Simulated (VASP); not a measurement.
The system is SiRu.

```
Si Ru
1.0
     4.73589    0.00000    0.00000
     0.00000    4.73589    0.00000
     0.00000    0.00000    4.73589
Si Ru
4 4
Direct
  0.16244 0.33756 0.66244
  0.33756 0.66244 0.16244
  0.66244 0.16244 0.33756
  0.83756 0.83756 0.83756
  0.87078 0.62922 0.37078
  0.62922 0.37078 0.87078
  0.37078 0.87078 0.62922
  0.12922 0.12922 0.12922
```

- Program: VASP 6.6.1
- Task: relaxation of cell and atoms
- Functional: r2SCAN
- Potentials or basis: VASP PAW PBE potentials, release 64 (Si, Ru_pv)
- Cutoff: 550 eV
- k mesh: 6 × 6 × 6
- Occupations: fermi-dirac, width 0.02 eV
- Spin: no spin polarisation

At the start: pressure -4.2 GPa; volume 13.28 Å³/atom.

Task: How do energy, volume and symmetry change on relaxing?

Result: Over 6 steps the energy falls by 3.0 meV/atom and the volume is 13.05 Å³/atom (-1.7 %); space group P2_13 (No. 198, to 0.1 Å) before and after.

Step by step:
```
step  energy change (eV)  largest force (eV/Å)  pressure (GPa)  volume (Å³)
   1              0.0000                0.1011           -4.25       106.22
   2              0.0886                0.3274           10.11       100.90
   3             -0.0238                0.0260           -0.06       104.51
   4             -0.0238                0.0286            0.02       104.47
   5             -0.0239                0.0194            0.03       104.45
   6             -0.0240                0.0013            0.05       104.39
```

Final structure:
```
Si Ru
1.0
     4.70859    0.00000    0.00000
     0.00000    4.70859    0.00000
     0.00000    0.00000    4.70859
Si Ru
4 4
Cartesian
  0.7647 1.5896 3.1190
  1.5896 3.1190 0.7647
  3.1190 0.7647 1.5896
  3.9439 3.9439 3.9439
  4.0991 2.9638 1.7448
  2.9638 1.7448 4.0991
  1.7448 4.0991 2.9638
  0.6095 0.6095 0.6095
```

Caveat: the PAW data sets were made with another functional, which shifts forces and pressure a little.
